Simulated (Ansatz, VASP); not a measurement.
# Si2Ni in VASP and in Ansatz

```
CELL_PARAMETERS angstrom
0.00000 2.64171 2.76426
2.64171 0.00000 2.76426
2.64171 2.64171 0.00000
ATOMIC_POSITIONS crystal
Si 0.25000 0.25000 0.25000
Si 0.75000 0.75000 0.75000
Ni 0.00000 0.00000 0.00000
```

Change from the starting cell: strain -0.030 along x and y, +0.015 along z, atoms carried along.

Alike in both runs: task single point; functional PBE; k mesh 16 × 16 × 16; occupations gaussian, width 0.15 eV; no spin polarisation.

```csv
,VASP,Ansatz
version,VASP 6.6.1,Ansatz 0.2.0
potentials or method,"VASP PAW PBE potentials, release 64 (Si, Ni), cutoff 520 eV","scalar-relativistic, plane waves, PAW"
valence electrons in the cell,18,26
```

VASP gave:

```
gap on the k mesh at the Fermi level (eV)                     : none
pressure (GPa)                                                : 7.1
traceless stress, the component that is largest in VASP (GPa) : -1.69
```

Question: Estimate Ansatz's values.

Answer: gap on the k mesh at the Fermi level (eV): none; pressure (GPa): 7.3; traceless stress, the component that is largest in VASP (GPa): -1.75.

A gap of «none» marks a metal or a gap that the smearing closes. With one functional, cell and mesh, what is left measures potentials, basis and numerics. VASP's potentials hold 18 valence electrons a cell and Ansatz's 26, so a difference there can come from the potentials and not from the codes.
